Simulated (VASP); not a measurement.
Input of a VASP 6.6.1 run:

The input INCAR:

```
ALGO = Normal ; EDIFF = 1E-6
ENCUT = 520 ; GGA = PS
ISIF = 2 ; ISMEAR = -1
LASPH = T ; LCHARG = F
LREAL = F ; LWAVE = F
NBANDS = 20 ; NELM = 60
PREC = Accurate ; SIGMA = 0.03
```

File KPOINTS:

```
k-points
0
Gamma
  14 14 11
```

POSCAR

```
Ga
1.0
    1.3944302704     -4.0597783686      0.0000000000
    1.3944302704      4.0597783686      0.0000000000
   -0.1184207052      0.0000000000      3.3574513307
Ga
2
Direct
    0.8690000000      0.1310000000      0.2500000000
    0.1310000000      0.8690000000      0.7500000000
```

Potentials or basis: VASP PAW PBE potentials, release 64 (Ga_d).

Command:

```bash
$ cat potpaw_PBE.64/Ga_d/POTCAR > POTCAR
$ mpirun -np 1 vasp_std > vasp.out
```

(1) Estimate the pressure.

(2) Predict the largest force.

(3) Predict the band gap on the k mesh.

Results:

(1) -3.1 GPa.

(2) 0.171 eV/Å.

(3) zero (band 13 reaches 9.20 eV, above the bottom of band 14 at 1.37 eV).

Caveat: the PAW data sets were made with another functional, which shifts forces and pressure a little.
